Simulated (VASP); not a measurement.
YB:

```
Y B
1.0
     1.21334    0.70052    3.96275
    -1.21334    0.70052    3.96275
     0.00000   -1.40104    3.96275
Y B
1 1
Cartesian
  0.0000 0.0000 5.9441
  0.0000 0.0000 0.0000
```

```yaml
Program: VASP 6.6.1
Task: relaxation of cell and atoms
Functional: PBE
Potentials_or_basis: VASP PAW PBE potentials, release 64 (Y_sv, B)
Cutoff: 500 eV
k_mesh: 9 × 9 × 9
Occupations: gaussian, width 0.1 eV
Spin: no spin polarisation
```

At the start: pressure 110.9 GPa; volume 10.10 Å³/atom.

Where does the relaxation end?

Over 14 steps the energy falls by 2774.5 meV/atom and the volume is 18.78 Å³/atom (+85.9 %); space group R-3m (No. 166, to 0.1 Å) before and after.

The path:
```tsv
step	energy change (eV)	largest force (eV/Å)	pressure (GPa)	volume (Å³)
1	0.0000	0.0000	110.85	20.21
2	-3.5769	0.0000	-11.22	48.19
3	-3.8872	0.0000	0.28	36.86
4	-3.9019	0.0000	-3.75	39.41
5	-5.1303	0.0000	-6.36	40.50
6	-5.3897	0.0000	-6.12	40.49
7	-5.4824	0.0000	-4.30	39.62
8	-5.5068	0.0000	-5.20	40.10
9	-5.4962	0.0000	-5.51	40.25
10	-5.5007	0.0000	-5.43	40.22
11	-5.5275	0.0000	4.38	36.00
12	-5.5483	0.0000	0.03	37.60
13	-5.5483	0.0000	0.16	37.55
14	-5.5490	0.0000	0.14	37.56
```

Final structure:
```
CELL_PARAMETERS angstrom
1.77714 1.02603 3.43313
-1.77714 1.02603 3.43313
0.00000 -2.05206 3.43313
ATOMIC_POSITIONS crystal
Y 0.50000 0.50000 0.50000
B 0.00000 0.00000 0.00000
```

Caveat: the volume moved by over 15 % at a fixed basis, so the end points are rough.
